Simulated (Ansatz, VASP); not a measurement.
**AlP in VASP and in Ansatz**

```
Al P
1.0
     0.00000    2.75367    2.75367
     2.75367    0.00000    2.75367
     2.75367    2.75367    0.00000
Al P
1 1
Direct
  0.00000 0.00000 0.00000
  0.25000 0.25000 0.25000
```

Alike in both runs: functional PBE; k mesh 8 × 8 × 8; occupations gaussian, width 0.02 eV; no spin polarisation.

Ansatz relaxed the structure, and its values are those at the end. VASP's run is a single point on that final structure, the one shown.

|  | VASP | Ansatz |
| --- | --- | --- |
| version | VASP 6.6.1 | Ansatz 0.2.0 |
| potentials or method | VASP PAW PBE potentials, release 64 (Al, P), cutoff 500 eV | scalar-relativistic, plane waves, PAW |
| valence electrons in the cell | 8 | 8 |

VASP gave:

```
gap on the k mesh at the Fermi level (eV) : 1.63
least direct gap on the mesh (eV)         : 3.09
pressure (GPa)                            : -0.1
```

What did Ansatz give for the same quantities?

gap on the k mesh at the Fermi level (eV): 1.63; least direct gap on the mesh (eV): 3.09; pressure (GPa): 0.0.
